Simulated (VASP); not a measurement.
Runs of VASP 6.6.1 on S. The structure is that of space group Fm-3m (No. 225), or close to it. The cells are those of the table. 

| task | cell | cutoff (eV) | gap on the mesh (eV) | pressure (GPa) |
| --- | --- | --- | --- | --- |
| relaxation of cell and atoms | relaxed from a = 2.820 Å, angles 60.0°, 1 atom | 600 | none | 0.1 |
| single point | a = 2.762 Å, angles 60.0°, 1 atom | 520 | none | 0.0 |
| relaxation of cell and atoms | relaxed to 10 GPa from a = 2.820 Å, angles 60.0°, 1 atom | 600 | none | 9.8 |
| single point | a = 2.620 Å, angles 60.0°, 1 atom | 520 | none | 20.1 |
| relaxation of cell and atoms | relaxed to 30 GPa from a = 2.820 Å, angles 60.0°, 1 atom | 600 | none | 30.0 |
| single point | a = 2.575 Å, angles 60.0°, 1 atom | 520 | none | 30.0 |
| relaxation of cell and atoms | relaxed to 20 GPa from a = 2.820 Å, angles 60.0°, 1 atom | 600 | none | 19.9 |
| single point | a = 2.678 Å, angles 60.0°, 1 atom | 520 | none | (a) |

Alike in all rows: level PBEsol; potentials or basis VASP PAW PBE potentials, release 64 (S); no spin polarisation; k mesh 9 × 9 × 9; smearing gaussian 0.05 eV.

Estimate the missing entries.

(a) 10.1.

Caveats: the PAW data sets were made with another functional, which shifts forces and pressure a little; the cell is relaxed towards a set pressure, so the enthalpy falls and the energy may rise (some runs).

A gap of «none» marks levels without a gap at the run's occupations.
